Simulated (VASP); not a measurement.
Wanted: the native input for a VASP 6.6.1 run.

| Quantity | Value |
| --- | --- |
| Task | relaxation of cell and atoms |
| Functional | PBEsol |
| Potentials or basis | VASP PAW PBE potentials, release 64 (C) |
| Cutoff | 600 eV |
| k mesh | 8 × 8 × 3 |
| Occupations | fermi-dirac, width 0.05 eV |
| Spin | no spin polarisation |
| Dipole correction | no |
| Further INCAR settings | ALGO = Normal; EDIFF = 1e-06; IBRION = 2; EDIFFG = -0.01; NSW = 80; ISIF = 3 |

The structure of C lies in POSCAR:

```
C
1.0
    2.4640014744      0.0000000000      0.0000000000
   -1.2320007372      2.1338878718      0.0000000000
    0.0000000000      0.0000000000      6.7110000000
C
4
Direct
    0.0000000000      0.0000000000      0.2500000000
    0.0000000000      0.0000000000      0.7500000000
    0.3333333333      0.6666666667      0.2500000000
    0.6666666667      0.3333333333      0.7500000000
```

The input as run:

INCAR

```
SYSTEM = C
ALGO = Normal
EDIFF = 1E-6
EDIFFG = -0.01
ENCUT = 600
GGA = PS
IBRION = 2
ISIF = 3
ISMEAR = -1
LASPH = .True.
LCHARG = .False.
LREAL = .False.
LWAVE = .False.
NELM = 100
NSW = 80
PREC = Accurate
SIGMA = 0.05
```

KPOINTS

```
k-points
0
Gamma
  8 8 3
  0 0 0
```

Potentials or basis: VASP PAW PBE potentials, release 64 (C).

Run with:

```console
$ cat potpaw_PBE.64/C/POTCAR > POTCAR
$ mpirun -np 1 vasp_std > vasp.out
```

Results of the run:

```yaml
Relaxed_volume: 9.21 Å³/atom
Relaxed_cell: a = 2.460 Å, b = 2.460 Å, c = 7.032 Å, α = 90.00°, β = 90.00°, γ = 120.00°
Space_group_after_relaxing_to_0.05_Å: P6_3/mmc (No. 194)
Energy_gained_by_relaxing: 1.3 meV/atom
Ionic_steps: 9
Pressure_after_relaxing: 0.0 GPa
Band_gap_on_the_k_mesh: 1.77 eV, indirect (least direct gap 1.80 eV)
```

Caveat: the PAW data sets were made with another functional, which shifts forces and pressure a little; this functional lacks dispersion, which binds the layers, so the pressure and a relaxed spacing across them are unreliable.

Wall time 72 s on 1 thread of Intel Xeon 6975P-C, with other jobs on the host, peak memory 0.15 GiB.
